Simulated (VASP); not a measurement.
A run of VASP 6.6.1 is set up as follows.

The input INCAR:

```
  PREC = Accurate
  ENCUT = 520
  EDIFF = 1E-6
  ISMEAR = 0
  SIGMA = 0.05
  LREAL = F
  LASPH = T
  NELM = 60
  ALGO = Normal
  ISIF = 2
  LWAVE = F
  LCHARG = F
  GGA = PE
  NBANDS = 25
```

File KPOINTS:

```
Automatic mesh
0
Gamma
  6 6 10
```

Contents of POSCAR:

```
SiO2
1.0
    4.1606192447      0.0000000000      0.0000000000
    0.0000000000      4.1606192447      0.0000000000
    0.0000000000      0.0000000000      2.3420125729
Si O
2 4
Direct
    0.5000000000      0.5000000000      0.5000000000
    0.0000000000      0.0000000000      0.0000000000
    0.6930127928      0.6930127928      0.0000000000
    0.1930127928      0.8069872072      0.5000000000
    0.3069872072      0.3069872072      0.0000000000
    0.8069872072      0.1930127928      0.5000000000
```

Potentials or basis: VASP PAW PBE potentials, release 64 (Si, O).

Run with:

```console
$ cat potpaw_PBE.64/Si/POTCAR potpaw_PBE.64/O/POTCAR > POTCAR
$ mpirun -np 1 vasp_std > vasp.out
```

(1) Predict the band gap on the k mesh.

(2) What does it give for the pressure?

(3) What does it give for the largest force?

Results:

(1) 8.34 eV.

(2) 88.7 GPa.

(3) 1.563 eV/Å.

Caveat: the cell stands under pressure; forces of over 1 eV/Å act on the atoms, so gaps and moduli don't describe the material at rest.
